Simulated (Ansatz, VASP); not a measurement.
**Two plane-wave programs on Al2Cu**

Contents of POSCAR:

```
Al2Cu
1.0
    3.9653874331      0.0000000000      0.0000000000
    0.0000000000      3.9653874331      0.0000000000
    0.0000000000      0.0000000000      2.8085555130
Al Cu
2 1
Direct
    0.5000000000      0.0000000000      0.5000000000
    0.0000000000      0.5000000000      0.5000000000
    0.0000000000      0.0000000000      0.0000000000
```

INCAR.step1

```
SYSTEM = Al2Cu
PREC     = Accurate       ! precision mode
ENCUT    = 520            ! plane-wave cutoff, eV
ISMEAR   = 0              ! smearing method
SIGMA    = 0.15           ! smearing width, eV
LREAL    = .FALSE.        ! projectors in reciprocal space
LASPH    = .TRUE.         ! aspherical terms in the spheres
NELM     = 100            ! most SCF steps
NBANDS   = 16             ! bands
GGA      = PE             ! functional
ALGO     = Normal         ! electronic algorithm
EDIFF    = 1E-4           ! SCF threshold, eV
LWAVE    = .TRUE.         ! write WAVECAR
LCHARG   = .FALSE.        ! write CHGCAR
```

INCAR.step2

```
SYSTEM = Al2Cu
PREC     = Accurate       ! precision mode
ENCUT    = 520            ! plane-wave cutoff, eV
EDIFF    = 1E-7           ! SCF threshold, eV
ISMEAR   = 0              ! smearing method
SIGMA    = 0.15           ! smearing width, eV
LREAL    = .FALSE.        ! projectors in reciprocal space
LASPH    = .TRUE.         ! aspherical terms in the spheres
NELM     = 100            ! most SCF steps
ALGO     = Normal         ! electronic algorithm
ISIF     = 2              ! what is computed and relaxed
LWAVE    = .FALSE.        ! write WAVECAR
LCHARG   = .FALSE.        ! write CHGCAR
METAGGA  = R2SCAN         ! meta-GGA
LMIXTAU  = .TRUE.       
NBANDS   = 16             ! bands
ISTART   = 1
```

KPOINTS

```
regular mesh
0
G
  12 12 16
  0 0 0
```

Input for Ansatz:

```yaml
crystal:
  lattice:
    - [3.9653874331, 0.0, 0.0]
    - [0.0, 3.9653874331, 0.0]
    - [0.0, 0.0, 2.808555513]
  atoms:
    - { symbol: Al, position: [0.5, 0.0, 0.5] }
    - { symbol: Al, position: [0.0, 0.5, 0.5] }
    - { symbol: Cu, position: [0.0, 0.0, 0.0] }
basis:
  ecutwfc: 500
kpoints:
  mp_grid: { grid: [12, 12, 16] }
hamiltonian:
  xc: r2scan
scf:
  occupations: { method: gaussian, width: 0.15 }
output:
  forces: true
  stress: true
  eigenvalues: true
```

Change from the starting cell: strain -0.030 along x and y, -0.015 along z, atoms carried along.

Alike in both runs: task single point; functional r2SCAN; k mesh 12 × 12 × 16; occupations gaussian, width 0.15 eV; no spin polarisation.

```csv
,VASP,Ansatz
version,VASP 6.6.1,Ansatz 0.2.0
potentials or method,"VASP PAW PBE potentials, release 64 (Al, Cu), cutoff 520 eV","scalar-relativistic, plane waves, PAW"
valence electrons in the cell,17,25
```

|  | VASP | Ansatz | Ansatz less VASP |
| --- | --- | --- | --- |
| gap on the k mesh at the Fermi level (eV) | none | none | - |
| pressure (GPa) | 9.0 | 9.2 | +0.26 |
| traceless stress, the component that is largest in VASP (GPa) | -2.01 | -2.02 | -0.014 |

VASP's potentials were made for PBE, not for r2SCAN. A gap of «none» marks a metal or a gap that the smearing closes. VASP's potentials hold 17 valence electrons a cell and Ansatz's 25, so a difference there can come from the potentials and not from the codes.
